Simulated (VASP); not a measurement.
Crystal: GaSb.

```
Ga Sb
1.0
     0.00000    2.98923    3.12955
     2.98923    0.00000    3.12955
     2.98923    2.98923    0.00000
Ga Sb
1 1
Direct
  0.00000 0.00000 0.00000
  0.25000 0.25000 0.25000
```

This cell differs from its parent crystal: epitaxial xy strain -2.5%.

Base run:

| Item | Value |
| --- | --- |
| Program | VASP 6.6.1 |
| Functional | PBE |
| Potentials or basis | VASP PAW PBE potentials, release 64 (Ga_d, Sb) |
| Cutoff | 520 eV |
| k mesh | 8 × 8 × 8 |
| Occupations | fermi-dirac, width 0.02 eV |
| Spin | no spin polarisation |

Its results: band gap on the k mesh 0.09 eV; pressure 3.7 GPa.

Q: The run is repeated on the same cell with these changes: functional from PBE to r2SCAN; further incar settings from ALGO = Normal; EDIFF = 1e-07; NBANDS = 16 to ALGO = Normal; EDIFF = 1e-06; NBANDS = 16. What comes out?

A: Band gap on the k mesh 0.51 eV; pressure 1.8 GPa.

Caveats: spin-orbit coupling is left out, which moves the levels of the heavy elements; the cell stands under pressure (at least some runs); the PAW data sets were made with another functional, which shifts forces and pressure a little (at least some runs).

A k mesh can miss the band edges.
